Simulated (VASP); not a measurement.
FeO, 4 atoms in the cell. The typed cell holds 4 atoms: a = 5.303 Å, b = 5.303 Å, c = 5.303 Å, α = 33.56°, β = 33.56°, γ = 33.56°. 

```yaml
Program: VASP 6.6.1
Task: single point
Functional: PBE
Potentials_or_basis: VASP PAW PBE potentials, release 64 (Fe, O)
Cutoff: 600 eV
k_mesh: 3 × 3 × 3
Occupations: fermi-dirac, width 0.1 eV
Spin: collinear spin, antiferromagnetic start
Starting_moments: "[4.07, -4.07, 0.0, 0.0] μB"
Hubbard_terms: Fe d U = 4.6 eV
Dipole_correction: no
Further_INCAR_settings: ALGO = Normal; EDIFF = 1e-06; NBANDS = 26
```

Potentials or basis: VASP PAW PBE potentials, release 64 (Fe, O).

The run is started by

```sh
$ cat potpaw_PBE.64/Fe/POTCAR potpaw_PBE.64/O/POTCAR > POTCAR
$ mpirun -np 1 vasp_std > vasp.out
```

Hardware: 1 thread of AMD EPYC 7R13, with other jobs on the host.

Problem. How long does it take, and how much memory?

Solution. Wall time 21 min on 1 thread of AMD EPYC 7R13 (shared host), peak memory 0.3 GiB. Counts: scf iterations 88, k points 14.
